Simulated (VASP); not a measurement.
Set up this calculation in VASP 6.6.1, as the native input.

```yaml
Task: single point
Functional: r2SCAN
Potentials_or_basis: VASP PAW PBE potentials, release 64 (Ti_sv, Si)
Cutoff: 520 eV
k_mesh: 12 × 12 × 12
Occupations: gaussian, width 0.1 eV
Spin: no spin polarisation
Dipole_correction: no
Further_INCAR_settings: ALGO = Normal; EDIFF = 1e-06; NBANDS = 41
```

Crystal: Ti5Si.

```
CELL_PARAMETERS angstrom
2.51695 1.45316 4.42144
-2.51695 1.45316 4.42144
0.00000 -2.90632 4.42144
ATOMIC_POSITIONS crystal
Ti 0.15106 0.15106 0.15106
Ti 0.60369 0.39631 0.00000
Ti 0.00000 0.60369 0.39631
Ti 0.84894 0.84894 0.84894
Ti 0.39631 0.00000 0.60369
Si 0.50000 0.50000 0.50000
```

One way to write it, as run:

POSCAR

```
Ti5Si
1.0
    2.5169457465      1.4531593043      4.4214378998
   -2.5169457465      1.4531593043      4.4214378998
    0.0000000000     -2.9063186086      4.4214378998
Ti Si
5 1
Direct
    0.1510613743      0.1510613743      0.1510613743
    0.6036937297      0.3963062703      0.0000000000
    0.0000000000      0.6036937297      0.3963062703
    0.8489386257      0.8489386257      0.8489386257
    0.3963062703      0.0000000000      0.6036937297
    0.5000000000      0.5000000000      0.5000000000
```

INCAR.step1

```
SYSTEM = Ti5Si
  ALGO = Normal
  EDIFF = 1E-4
  ENCUT = 520
  GGA = PE
  ISMEAR = 0
  LASPH = .True.
  LCHARG = .False.
  LREAL = .False.
  LWAVE = .True.
  NBANDS = 41
  NELM = 80
  PREC = Accurate
  SIGMA = 0.1
```

INCAR.step2

```
SYSTEM = Ti5Si
  ALGO = Normal
  EDIFF = 1E-6
  ENCUT = 520
  ISIF = 2
  ISMEAR = 0
  ISTART = 1
  LASPH = .True.
  LCHARG = .False.
  LMIXTAU = .True.
  LREAL = .False.
  LWAVE = .False.
  METAGGA = R2SCAN
  NBANDS = 41
  NELM = 80
  PREC = Accurate
  SIGMA = 0.1
```

KPOINTS

```
k-points
0
Gamma
  12 12 12
  0 0 0
```

Potentials or basis: VASP PAW PBE potentials, release 64 (Ti_sv, Si).

The run is started by

```console
$ cat potpaw_PBE.64/Ti_sv/POTCAR potpaw_PBE.64/Si/POTCAR > POTCAR
$ cp INCAR.step1 INCAR
$ mpirun -np 1 vasp_std > vasp.out
$ cp INCAR.step2 INCAR
$ mpirun -np 1 vasp_std > vasp.out
```

It gave:

| Quantity | Value |
| --- | --- |
| Pressure | 0.4 GPa |
| Largest force | 0.013 eV/Å |
| Band gap on the k mesh | zero (bands 32 and 33 overlap by 0.66 eV) |

Caveat: the PAW data sets were made with another functional, which shifts forces and pressure a little.

Wall time 59 min on 1 thread of Oxide Virtual Turin-like Processor, with other jobs on the host, peak memory 0.63 GiB.
